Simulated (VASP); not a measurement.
Here is a VASP 6.6.1 calculation.

Contents of INCAR:

```
PREC     = Accurate       # precision mode
ENCUT    = 520            # plane-wave cutoff, eV
EDIFF    = 1E-6           # SCF threshold, eV
ISMEAR   = -1             # smearing method
SIGMA    = 0.05           # smearing width, eV
LREAL    = False          # projectors in reciprocal space
LASPH    = True           # aspherical terms in the spheres
NELM     = 60             # most SCF steps
ALGO     = Normal         # electronic algorithm
ISIF     = 2              # what is computed and relaxed
LWAVE    = False          # write WAVECAR
LCHARG   = False          # write CHGCAR
GGA      = PE             # functional
NBANDS   = 16             # bands
```

File KPOINTS:

```
Automatic mesh
0
Gamma
  13 13 13
```

POSCAR

```
CdSe
1.0
    0.0000000000      2.6410961171      2.6410961171
    2.6410961171      0.0000000000      2.6410961171
    2.6410961171      2.6410961171      0.0000000000
Cd Se
1 1
Direct
    0.0000000000      0.0000000000      0.0000000000
    0.5000000000      0.5000000000      0.5000000000
```

Potentials or basis: VASP PAW PBE potentials, release 64 (Cd, Se).

Run with:

```sh
$ cat potpaw_PBE.64/Cd/POTCAR potpaw_PBE.64/Se/POTCAR > POTCAR
$ mpirun -np 1 vasp_std > vasp.out
```

(1) Predict the band gap on the k mesh.

(2) What does it give for the pressure?

Results:

(1) zero (band 9 reaches 4.90 eV, above the bottom of band 10 at 4.40 eV).

(2) 28.1 GPa.
